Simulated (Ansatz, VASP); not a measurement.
**Ru in VASP and in Ansatz**

INCAR

```
SYSTEM = Ru
  PREC = Accurate
  ENCUT = 520
  EDIFF = 1E-8
  ISMEAR = -1
  SIGMA = 0.03
  LREAL = .FALSE.
  LASPH = .TRUE.
  NELM = 60
  ALGO = Normal
  ISIF = 2
  LWAVE = .FALSE.
  LCHARG = .FALSE.
  GGA = PS
  LEFG = .TRUE.
  NBANDS = 21
```

KPOINTS

```
Automatic mesh
0
G
  14 14 8
  0 0 0
```

File POSCAR:

```
Ru
1.0
    2.7057993342     -0.0135289967     -0.0135289967
   -1.3646161219      2.3500554593     -0.0049519565
   -0.0214095000     -0.0214095000      4.2819000000
Ru
2
Direct
    0.3333333333      0.6666666667      0.2500000000
    0.6666666667      0.3333333333      0.7500000000
```

Input for Ansatz:

```yaml
crystal:
  lattice:
    - [2.7057993342, -0.0135289967, -0.0135289967]
    - [-1.3646161219, 2.3500554593, -0.0049519565]
    - [-0.0214095, -0.0214095, 4.2819]
  atoms:
    - { symbol: Ru, position: [0.3333333333, 0.6666666667, 0.25] }
    - { symbol: Ru, position: [0.6666666667, 0.3333333333, 0.75] }
kpoints:
  mp_grid: { grid: [14, 14, 8] }
scf:
  occupations: { method: fermi_dirac, width: 0.03 }
hamiltonian:
  xc: pbesol
  pseudopotentials: { kind: all_electron, datasets: crystal }
output:
  forces: true
  stress: true
  eigenvalues: true
  efg: { contact_densities: true }
```

Change from the starting cell: equal xy, yz and zx shear strains of -1 %, crystal datasets.

Alike in both runs: task electric field gradients; functional PBEsol; k mesh 14 × 14 × 8; occupations fermi-dirac, width 0.03 eV; no spin polarisation.

```csv
,VASP,Ansatz
version,VASP 6.6.1,Ansatz 0.2.0
potentials or method,"VASP PAW PBE potentials, release 64 (Ru_pv), cutoff 520 eV","all-electron PAW with datasets made for the crystal, scalar-relativistic"
```

Ansatz gave:

```
pressure (GPa)                                                : -6.2
traceless stress, the component that is largest in VASP (GPa) : 1.98
rms of the force components (eV/Å)                            : 0.028
size of Vzz on the site where it differs most (V/Å²)          : 11.5
```

Question: Which values does VASP return?

Answer: Pressure (GPa): -6.2; traceless stress, the component that is largest in VASP (GPa): 1.98; rms of the force components (eV/Å): 0.028; size of Vzz on the site where it differs most (V/Å²): 14.0.

VASP's potentials were made for PBE, not for PBEsol. Atom by atom the forces differ by 0.000 eV/Å (rms over components). Ansatz ran all-electron here, and VASP with PAW potentials.
